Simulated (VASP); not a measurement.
Zn4HO4: single point with LDA

The system is Zn4HO4, a slab with vacuum.

```
O Zn H
1.0
     3.18733    0.00000    0.00000
    -1.59367    2.76031    0.00000
     0.00000    0.00000   23.68718
O Zn H
4 4 1
Direct
  0.33333 0.66667 0.16887
  0.66667 0.33333 0.27764
  0.33333 0.66667 0.39001
  0.66667 0.33333 0.49894
  0.66667 0.33333 0.19532
  0.33333 0.66667 0.30408
  0.66667 0.33333 0.41021
  0.33333 0.66667 0.51451
  0.50000 0.33333 0.58287
```

| Quantity | Value |
| --- | --- |
| Program | VASP 6.6.1 |
| Task | single point |
| Functional | LDA |
| Potentials or basis | VASP PAW LDA potentials, release 64 (O, Zn, H) |
| Cutoff | 520 eV |
| k mesh | 9 × 9 × 1 |
| Occupations | gaussian, width 0.05 eV |
| Spin | collinear spin |
| Starting moments | [0.0, 0.0, 0.0, 0.0, 0.0, 0.0, 0.0, 0.0, 1.0] μB |
| Dipole correction | yes |
| Further INCAR settings | ALGO = Normal; EDIFF = 1e-06; NBANDS = 50; NELMDL = -8 |

The largest force is 2.000 eV/Å. The net moment is 0.65 μB per cell. The site moments are O -0.00, +0.00, +0.08 (each value once); Zn -0.00, +0.00, +0.01, +0.02; H +0.22 μB. The valence electrons inside the program's atomic spheres are O 4.90, 5.00, 5.01, 5.02; Zn 10.89, 10.91, 10.97, 10.94; H 0.39.

Forces on the atoms (eV/Å):
```
O    0.000  0.000  1.424
O    0.000  0.000  1.218
O    0.007  0.000 -0.318
O    0.374 -0.065 -1.654
Zn   0.000  0.000 -2.000
Zn   0.000  0.000 -0.584
Zn   0.012 -0.002  0.417
Zn   0.076 -0.085  1.499
H   -0.469  0.152 -0.002
```

Levels at points of the mesh, in eV from the Fermi level:
Spin up:
| k point | band 35 | band 36 | band 37 | band 38 | band 39 | band 40 |
| --- | --- | --- | --- | --- | --- | --- |
| (0.00, 0.00, 0.00) | -0.54 | 0.44 | 0.44 | 0.82 | 2.20 | 3.25 |
Spin down:
| k point | band 34 | band 35 | band 36 | band 37 | band 38 | band 39 |
| --- | --- | --- | --- | --- | --- | --- |
| (0.00, 0.00, 0.00) | -0.99 | -0.39 | 0.44 | 0.44 | 0.98 | 2.37 |

It took 8.2 min on 4 MPI ranks on Intel(R) Xeon(R) Platinum 8259CL CPU @ 2.50GHz (Skylake/Cascade Lake) (shared host), peak memory 0.69 GiB a rank.

Caveat: a moment this small can come from the mesh or the smearing.
